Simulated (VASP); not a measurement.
Write the native input for VASP 6.6.1 that does the following.

```yaml
Task: single point
Functional: PBE
Potentials_or_basis: VASP PAW PBE potentials, release 64 (In_d, Sb, As)
Cutoff: 520 eV
k_mesh: 4 × 4 × 4
Occupations: gaussian, width 0.1 eV
Spin: no spin polarisation
Dipole_correction: no
Further_INCAR_settings: ALGO = Normal; EDIFF = 1e-06; NBANDS = 46
```

The structure of In4SbAs3 lies in POSCAR:

```
In4SbAs3
1.0
   -3.1506102000      3.1506102000      6.2909363000
    3.1506102000     -3.1506102000      6.2909363000
    3.1506102000      3.1506102000     -6.2909363000
In Sb As
4 1 3
Direct
    0.8682050000      0.3898540000      0.0000000000
    0.3898540000      0.8682050000      0.0000000000
    0.1317950000      0.1317950000      0.5216490000
    0.6101460000      0.6101460000      0.4783510000
    0.0000000000      0.0000000000      0.0000000000
    0.7500000000      0.2500000000      0.5000000000
    0.2500000000      0.7500000000      0.5000000000
    0.5000000000      0.5000000000      0.0000000000
```

These files were run (other wordings do the same):

INCAR

```
ALGO = Normal
EDIFF = 1E-6
ENCUT = 520
GGA = PE
ISIF = 2
ISMEAR = 0
LASPH = True
LCHARG = False
LREAL = False
LWAVE = False
NBANDS = 46
NELM = 100
PREC = Accurate
SIGMA = 0.1
```

KPOINTS

```
k-points
0
Gamma
  4 4 4
```

Potentials or basis: VASP PAW PBE potentials, release 64 (In_d, Sb, As).

The run is started by

```console
$ cat potpaw_PBE.64/In_d/POTCAR potpaw_PBE.64/Sb/POTCAR potpaw_PBE.64/As/POTCAR > POTCAR
$ mpirun -np 1 vasp_std > vasp.out
```

It gave:

```yaml
Pressure: 0.1 GPa
Largest_force: 0.003 eV/Å
Band_gap_on_the_k_mesh: zero (filled and empty bands touch)
```

Caveat: semilocal functionals underestimate gaps, and a narrow one can read as zero; spin-orbit coupling is left out, which moves the levels of the heavy elements.

Run time: 8.9 min on 1 thread of Intel Xeon 8259CL (shared host), peak memory 0.53 GiB.
